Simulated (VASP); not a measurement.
# NbRu3 (P-6m2) in VASP: further runs

Runs on NbRu3. Level: LDA. Tasks: single point, relaxation of volume and atoms at fixed shape.

All numbers are computed with VASP 6.6.1; they aren't measurements. Logs are shortened: lines on timing, memory, paths and dates and some standing lists are left out, and cuts for length are marked.

## (1) The cell of the first run

Symmetry: P-6m2, No. 187, hexagonal system. Conventional cell: a = 2.717 Å, b = 2.717 Å, c = 8.823 Å, α = 90.00°, β = 90.00°, γ = 120.00°. Nb (site symmetry -6m2) has 6 Nb at 2.72 Å and 6 Ru at 2.82 Å within 3.6 Å. Within 3.4 Å of Ru (site symmetry -6m2) lie 12 Ru at 2.59 to 2.72 Å. Ru (site symmetry 3m) has 9 Ru at 2.59 to 2.72 Å and 3 Nb at 2.82 Å within 3.4 Å.

## (2) Single point, LDA

Contents of INCAR:

```
SYSTEM = NbRu3
ALGO     = Normal         ! electronic algorithm
EDIFF    = 1E-6           ! SCF threshold, eV
ENCUT    = 520            ! plane-wave cutoff, eV
GGA      = CA             ! functional
ISIF     = 2              ! what is computed and relaxed
ISMEAR   = 0              ! smearing method
LASPH    = .True.         ! aspherical terms in the spheres
LCHARG   = .False.        ! write CHGCAR
LREAL    = .False.        ! projectors in reciprocal space
LWAVE    = .False.        ! write WAVECAR
NBANDS   = 36             ! bands
NELM     = 80             ! most SCF steps
PREC     = Accurate       ! precision mode
SIGMA    = 0.05           ! smearing width, eV
```

Contents of KPOINTS:

```
k-points
0
Gamma
  10 10 3
  0 0 0
```

Contents of POSCAR:

```
NbRu3
1.0
    2.7165814112      0.0000000000      0.0000000000
   -1.3582907056      2.3526285136      0.0000000000
    0.0000000000      0.0000000000      8.8233302417
Nb Ru
1 3
Direct
    0.0000000000      0.0000000000      0.5000000000
    0.0000000000      0.0000000000      0.0000000000
    0.3333333333      0.6666666667      0.7660972811
    0.3333333333      0.6666666667      0.2339027189
```

Potentials or basis: VASP PAW LDA potentials, release 64 (Nb_sv, Ru_pv).

Command:

```console
> cat potpaw_LDA.64/Nb_sv/POTCAR potpaw_LDA.64/Ru_pv/POTCAR > POTCAR
> mpirun -np 1 vasp_std > vasp.out
```

OUTCAR:

```text
SYSTEM = NbRu3
   EDIFF = 1E-6
   ENCUT = 520
   GGA = CA
   ISIF = 2
   ISMEAR = 0
   LASPH = .True.
   LREAL = .False.
   NELM = 80
   PREC = Accurate

 ion  position               nearest neighbor table
   1  0.000  0.000  0.500-   3 2.82   4 2.82   3 2.82   4 2.82   3 2.82   4 2.82
   2  0.000  0.000  0.000-   3 2.59   4 2.59   3 2.59   4 2.59   3 2.59   4 2.59
   3  0.333  0.667  0.766-   2 2.59   2 2.59   2 2.59   1 2.82   1 2.82   1 2.82
   4  0.333  0.667  0.234-   2 2.59   2 2.59   2 2.59   1 2.82   1 2.82   1 2.82

  LATTYP: Found a hexagonal cell.
 ALAT       =     2.7165814112
 C/A-ratio  =     3.2479535512

  Lattice vectors:

 A1 = (   2.7165814112,   0.0000000000,   0.0000000000)
 A2 = (  -1.3582907056,   2.3526285136,   0.0000000000)
 A3 = (   0.0000000000,   0.0000000000,   8.8233302417)

Analysis of symmetry for initial positions (statically):
=====================================================================
 Subroutine PRICEL returns:
 Original cell was already a primitive cell.

 Routine SETGRP: Setting up the symmetry group for a
 hexagonal supercell.

 Subroutine GETGRP returns: Found 12 space group operations
 (whereof 12 operations were pure point group operations)
 out of a pool of 24 trial point group operations.

The static configuration has the point symmetry D_3h.

Analysis of symmetry for dynamics (positions and initial velocities):
=====================================================================
 Subroutine PRICEL returns:
 Original cell was already a primitive cell.

 Routine SETGRP: Setting up the symmetry group for a
 hexagonal supercell.

 Subroutine GETGRP returns: Found 12 space group operations
 (whereof 12 operations were pure point group operations)
 out of a pool of 24 trial point group operations.

The dynamic configuration has the point symmetry D_3h.

 Subroutine INISYM returns: Found 12 space group operations
 (whereof 12 operations are pure point group operations),
 and found     1 'primitive' translations

----------------------------------------------------------------------------------------

                                     Primitive cell

  volume of cell :      56.3908

  direct lattice vectors                    reciprocal lattice vectors
     2.716581411  0.000000000  0.000000000     0.368109712  0.212528241  0.000000000
    -1.358290706  2.352628514  0.000000000     0.000000000  0.425056482  0.000000000
     0.000000000  0.000000000  8.823330242     0.000000000  0.000000000  0.113335892

  length of vectors
     2.716581411  2.716581411  8.823330242     0.425056482  0.425056482  0.113335892

  position of ions in fractional coordinates (direct lattice)
     0.000000000  0.000000000  0.500000000
     0.000000000  0.000000000  0.000000000
     0.333333333  0.666666667  0.766097281
     0.333333333  0.666666667  0.233902719

  ion indices of the primitive-cell ions
   primitive index   ion index
                 1           1
                 2           2
                 3           3
                 4           4

----------------------------------------------------------------------------------------

 KPOINTS: k-points

Automatic generation of k-mesh.
 Grid dimensions read from file:
 generate k-points for:   10   10    3

 Generating k-lattice:

  Cartesian coordinates                     Fractional coordinates (reciprocal lattice)
     0.036810971  0.021252824  0.000000000     0.100000000  0.000000000  0.000000000
     0.000000000  0.042505648  0.000000000     0.000000000  0.100000000  0.000000000
     0.000000000  0.000000000  0.037778631     0.000000000  0.000000000  0.333333333

  Length of vectors
     0.042505648  0.042505648  0.037778631

  Shift w.r.t. Gamma in fractional coordinates (k-lattice)
     0.000000000  0.000000000  0.000000000

 Subroutine IBZKPT returns following result:
 ===========================================

 Found     28 irreducible k-points:

 Following reciprocal coordinates:
            Coordinates               Weight
  0.000000  0.000000  0.000000      1.000000
  0.100000  0.000000  0.000000      6.000000
  0.200000  0.000000  0.000000      6.000000
  0.300000  0.000000  0.000000      6.000000
  0.400000 -0.000000  0.000000      6.000000
  0.500000 -0.000000  0.000000      3.000000
[... 16 lines left out ...]
  0.300000  0.100000  0.333333     24.000000
  0.400000  0.100000  0.333333     24.000000
 [... further k-points ...]
   k-points           NKPTS =     28   k-points in BZ     NKDIM =     28   number of bands    NBANDS=     36
   number of dos      NEDOS =    301   number of ions     NIONS =      4
   total plane-waves  NPLWV =  28000
   dimension x,y,z NGX =    20 NGY =   20 NGZ =   70
   dimension x,y,z NGXF=    40 NGYF=   40 NGZF=  140
   ions per type =               1   3
   NGX,Y,Z   is equivalent  to a cutoff of  12.24, 12.24, 13.19 a.u.
   NGXF,Y,Z  is equivalent  to a cutoff of  24.48, 24.48, 26.38 a.u.
 SYSTEM =  NbRu3
   PREC   = accura    normal or accurate (medium, high low for compatibility)
   ISTART =      0    job   : 0-new  1-cont  2-samecut
   ICHARG =      2    charge: 1-file 2-atom 10-const
   ISPIN  =      1    spin polarized calculation?
   LNONCOLLINEAR =      F non collinear calculations
   LSORBIT =      F    spin-orbit coupling
   LASPH  =      T    aspherical Exc in radial PAW
   ENCUT  =  520.0 eV  38.22 Ry    6.18 a.u.   5.05  5.05 16.41*2*pi/ulx,y,z
   NELM   =     80;   NELMIN=  2; NELMDL= -5     # of ELM steps
   EDIFF  = 0.1E-05   stopping-criterion for ELM
   LREAL  =      F    real-space projection
   EDIFFG = 0.1E-04   stopping-criterion for IOM
   NSW    =      0    number of steps for IOM
   IBRION =     -1    ionic relax: 0-MD 1-quasi-New 2-CG
   NFREE  =      0    steps in history (QN), initial steepest desc. (CG)
   ISIF   =      2    stress and relaxation
   ISYM   =      2    0-nonsym 1-usesym 2-fastsym
   POTIM  = 0.5000    time-step for ionic-motion
   TEBEG  =    0.0;   TEEND  =   0.0 temperature during run
   PSTRESS=    0.0 pullay stress
   NELECT =      55.0000    total number of electrons
   NUPDOWN=      -1.0000    fix difference up-down
   EMIN   =  10.00;   EMAX   =-10.00  energy-range for DOS
   EFERMI =   0.00;   METHOD = LEGACY
   ISMEAR =     0;   SIGMA  =   0.05  broadening in eV -4-tet -1-fermi 0-gaus
   EFERMI_NEDOS =   21; number of points for ismear=-14 and -15
   IALGO  =     38    algorithm
   IMIX   =      4    mixing-type and parameters
     AMIX     =   0.40;   BMIX     =  1.00
     AMIX_MAG =   1.60;   BMIX_MAG =  1.00
  volume/ion in A,a.u.               =      14.10        95.14
  Fermi-wavevector in a.u.,A,eV,Ry     =   1.623527  3.068021 35.862780  2.635840
  Thomas-Fermi vector in A             =   2.716963
   LORBIT       =      0    0 simple, 1 ext, 2 COOP (PROOUT), +10 PAW based schemes
   GGA     = CA    functional components
   LHFCALC =     F    Hartree Fock is set to
   AEXX    =    0.0000 exact exchange contribution
   IVDW    =     0    specifies the selected vdW correction
   LEPSILON=     F    determine dielectric tensor
   LRPA    =     F    only Hartree local field effects (RPA)
 non-spin polarized calculation
 Gauss-broadening in eV      SIGMA  =   0.05
  energy-cutoff  :      520.00
  volume of cell :       56.39
 maximum number of plane-waves:      1536
   NGX = 11   NGY = 11   NGZ = 33

 number of electron      55.0000001 magnetization

 Free energy of the ion-electron system (eV)
  ---------------------------------------------------
  ext. energy  EPLUGINS =         0.00000000
  ---------------------------------------------------
  free energy    TOTEN  =       -43.13403598 eV

  energy without entropy =      -43.13005524  energy(sigma->0) =      -43.13204561

 E-fermi :  12.8085     XC(G=0): -14.1154

 val. band max:       12.7962100210   @ k =   0.4000  -0.0000   0.3333
 cond. band min:      12.8268782650   @ k =   0.4000   0.2000   0.3333
 fundamental gap:      0.0306682439
 Fermi energy:        12.8085165505

 k-point     1 :       0.0000    0.0000    0.0000
  band No.  band energies     occupation
      1     -41.5000      2.00000
      2     -30.4954      2.00000
      3     -29.8211      2.00000
      4     -29.7459      2.00000
      5     -29.7459      2.00000
      6     -29.4648      2.00000
[... 28 lines left out ...]
     35      14.3469      0.00000
     36      17.1374      0.00000

 k-point     2 :       0.1000    0.0000    0.0000
  band No.  band energies     occupation
      1     -41.4646      2.00000
      2     -30.4711      2.00000
      3     -29.9066      2.00000
      4     -29.7654      2.00000
      5     -29.7224      2.00000
      6     -29.5132      2.00000
[... 28 lines left out ...]
     35      15.3918      0.00000
     36      17.0568      0.00000

 k-point     3 :       0.2000    0.0000    0.0000
  band No.  band energies     occupation
      1     -41.3706      2.00000
      2     -30.4097      2.00000
      3     -30.0976      2.00000
      4     -29.8159      2.00000
      5     -29.7001      2.00000
      6     -29.6594      2.00000
[... 28 lines left out ...]
     35      15.6635      0.00000
     36      16.8751      0.00000

 k-point     4 :       0.3000    0.0000    0.0000
  band No.  band energies     occupation
      1     -41.2518      2.00000
      2     -30.3515      2.00000
      3     -30.3224      2.00000
      4     -29.8776      2.00000
      5     -29.8375      2.00000
      6     -29.8161      2.00000
[... 28 lines left out ...]
     35      16.6955      0.00000
     36      16.7897      0.00000

 k-point     5 :       0.4000   -0.0000    0.0000
  band No.  band energies     occupation
      1     -41.1534      2.00000
      2     -30.5002      2.00000
      3     -30.3521      2.00000
      4     -30.0089      2.00000
      5     -29.9268      2.00000
      6     -29.8700      2.00000
[... 655 lines left out ...]
 k-point    22 :       0.2000    0.1000    0.3333
  band No.  band energies     occupation
      1     -41.2932      2.00000
      2     -30.3649      2.00000
      3     -30.2268      2.00000
      4     -29.8967      2.00000
      5     -29.7520      2.00000
      6     -29.7367      2.00000
[... 28 lines left out ...]
     35      16.5470      0.00000
     36      17.5047      0.00000

 k-point    23 :       0.3000    0.1000    0.3333
  band No.  band energies     occupation
      1     -41.1842      2.00000
      2     -30.4141      2.00000
      3     -30.3333      2.00000
      4     -29.9889      2.00000
      5     -29.8908      2.00000
      6     -29.8485      2.00000
[... 28 lines left out ...]
     35      18.1393      0.00000
     36      18.7108      0.00000

 k-point    24 :       0.4000    0.1000    0.3333
  band No.  band energies     occupation
      1     -41.1156      2.00000
      2     -30.5291      2.00000
      3     -30.3482      2.00000
      4     -30.0610      2.00000
      5     -29.9728      2.00000
      6     -29.8515      2.00000
[... 28 lines left out ...]
     35      18.6110      0.00000
     36      19.5038      0.00000

 [... further k-points ...]
[... 5 lines left out ...]
  --------------------------------------------------------------------------------------
  -------------------------------------------------------------------------------------
  Total       -0.0262370     -0.0262370      0.6788277      0.0000000      0.0000000     -0.0000000
  in kB       -0.7454456     -0.7454456     19.2868593      0.0000000      0.0000000     -0.0000000
  external PRESSURE =       5.9319893 kB  Pullay stress =       0.0000000 kB

 VOLUME and BASIS-vectors are now :
 -----------------------------------------------------------------------------
  energy-cutoff  :      520.00
  volume of cell :       56.39
      direct lattice vectors                 reciprocal lattice vectors
     2.716581411  0.000000000  0.000000000     0.368109712  0.212528241  0.000000000
    -1.358290706  2.352628514  0.000000000     0.000000000  0.425056482  0.000000000
     0.000000000  0.000000000  8.823330242     0.000000000  0.000000000  0.113335892

 POSITION                                       TOTAL-FORCE (eV/Angst)
 -----------------------------------------------------------------------------------
      0.00000      0.00000      4.41167         0.000000     -0.000000      0.000000
      0.00000      0.00000      0.00000         0.000000     -0.000000      0.000000
     -0.00000      1.56842      6.75953        -0.000000      0.000000     -0.040701
     -0.00000      1.56842      2.06380        -0.000000      0.000000      0.040701
 -----------------------------------------------------------------------------------
    total drift:                                0.000001     -0.000000     -0.000000

  FREE ENERGIE OF THE ION-ELECTRON SYSTEM (eV)
  ---------------------------------------------------
  free  energy   TOTEN  =       -43.1340359778 eV

  energy  without entropy=      -43.1300552375  energy(sigma->0) =      -43.13204561
```

Run time: 27 s. Hardware: 1 thread of Intel Xeon 6975P-C (Granite Rapids), shared host; peak memory 0.17 GiB.

What came out:

```yaml
Free_energy: -43.1340 eV
Pressure: 0.6 GPa
Largest_force: 0.041 eV/Å
```

Forces on the atoms (eV/Å):
```
Nb   0.000  0.000  0.000
Ru   0.000  0.000  0.000
Ru   0.000  0.000 -0.041
Ru   0.000  0.000  0.041
```

Stress tensor (GPa, compression positive):
```
-0.07  0.00  0.00
 0.00 -0.07  0.00
 0.00  0.00  1.93
```

Levels at points of the mesh, in eV from the Fermi level:
```
           k point  band 23  band 24  band 25  band 26  band 27  band 28  band 29  band 30  band 31  band 32
(0.00, 0.00, 0.00)    -2.17    -1.99    -1.99    -1.65    -0.88    -0.88    -0.11    -0.11     1.17     1.17
(0.50, 0.00, 0.00)    -1.29    -0.94    -0.86     0.54     0.78     1.42     1.63     1.90     1.92     3.72
```

## (3) Relaxation of volume and atoms at fixed shape, LDA

This run uses another cell than the first one, of 15.03 Å³/atom, 1.066 times its volume.

Contents of INCAR:

```
SYSTEM = NbRu3
PREC     = Accurate       ! precision mode
ENCUT    = 600            ! plane-wave cutoff, eV
EDIFF    = 1E-6           ! SCF threshold, eV
ISMEAR   = 0              ! smearing method
SIGMA    = 0.05           ! smearing width, eV
LREAL    = .False.        ! projectors in reciprocal space
LASPH    = .True.         ! aspherical terms in the spheres
NELM     = 80             ! most SCF steps
ALGO     = Normal         ! electronic algorithm
ISIF     = 8              ! what is computed and relaxed
LWAVE    = .False.        ! write WAVECAR
LCHARG   = .False.        ! write CHGCAR
GGA      = CA             ! functional
IBRION   = 2              ! ionic algorithm
NSW      = 60             ! ionic steps
EDIFFG   = -0.01          ! ionic threshold
```

Contents of KPOINTS:

```
regular mesh
0
Gamma
  10 10 3
  0 0 0
```

Contents of POSCAR:

```
NbRu3
1.0
    2.7750600000      0.0000000000      0.0000000000
   -1.3875300000      2.4032730000      0.0000000000
    0.0000000000      0.0000000000      9.0132670000
Nb Ru
1 3
Direct
    0.0000000000      0.0000000000      0.5000000000
    0.0000000000      0.0000000000      0.0000000000
    0.3333333333      0.6666666667      0.7649060000
    0.3333333333      0.6666666667      0.2350940000
```

Potentials or basis: VASP PAW LDA potentials, release 64 (Nb_sv, Ru_pv).

Command:

```console
> cat potpaw_LDA.64/Nb_sv/POTCAR potpaw_LDA.64/Ru_pv/POTCAR > POTCAR
> mpirun -np 1 vasp_std > vasp.out
```

Wall time 2.3 min (1 thread of Intel Xeon 6975P-C (Granite Rapids), shared host); peak memory 0.21 GiB.

Results (log left out):

```
Free energy                            : -43.1373 eV
Relaxed volume                         : 14.12 Å³/atom
Relaxed cell                           : a = 2.718 Å, b = 2.718 Å, c = 8.828 Å, α = 90.00°, β = 90.00°, γ = 120.00°
Space group after relaxing (to 0.05 Å) : P-6m2 (No. 187)
Energy gained by relaxing              : 51.0 meV/atom
Ionic steps                            : 7
Pressure after relaxing                : 0.1 GPa
```

Forces on the atoms (eV/Å):
```
Nb   0.000  0.000  0.000
Ru   0.000  0.000  0.000
Ru   0.000  0.000 -0.003
Ru   0.000  0.000  0.003
```

Stress tensor (GPa, compression positive):
```
-0.52  0.00  0.00
 0.00 -0.52  0.00
 0.00  0.00  1.36
```

Step by step:
```csv
step,energy change (eV),largest force (eV/Å),pressure (GPa),volume (Å³)
1,0.0000,0.3723,-16.77,60.11
2,1.7399,1.5862,80.20,47.44
3,-0.2027,0.0998,-1.32,56.71
4,-0.2037,0.0799,-0.30,56.52
5,-0.2038,0.0722,0.10,56.45
6,-0.2041,0.0264,0.11,56.46
7,-0.2041,0.0030,0.10,56.47
```

Final structure:
```
Nb Ru
1.0
     2.71792    0.00000    0.00000
    -1.35896    2.35379    0.00000
     0.00000    0.00000    8.82767
Nb Ru
1 3
Direct
  0.00000 0.00000 0.50000
  0.00000 0.00000 0.00000
  0.33333 0.66667 0.76589
  0.33333 0.66667 0.23411
```

Levels at points of the mesh, in eV from the Fermi level:
```
           k point  band 23  band 24  band 25  band 26  band 27  band 28  band 29  band 30  band 31  band 32
(0.00, 0.00, 0.00)    -2.17    -1.98    -1.98    -1.64    -0.88    -0.88    -0.12    -0.12     1.16     1.16
(0.50, 0.00, 0.00)    -1.29    -0.94    -0.85     0.54     0.78     1.42     1.63     1.90     1.92     3.71
```
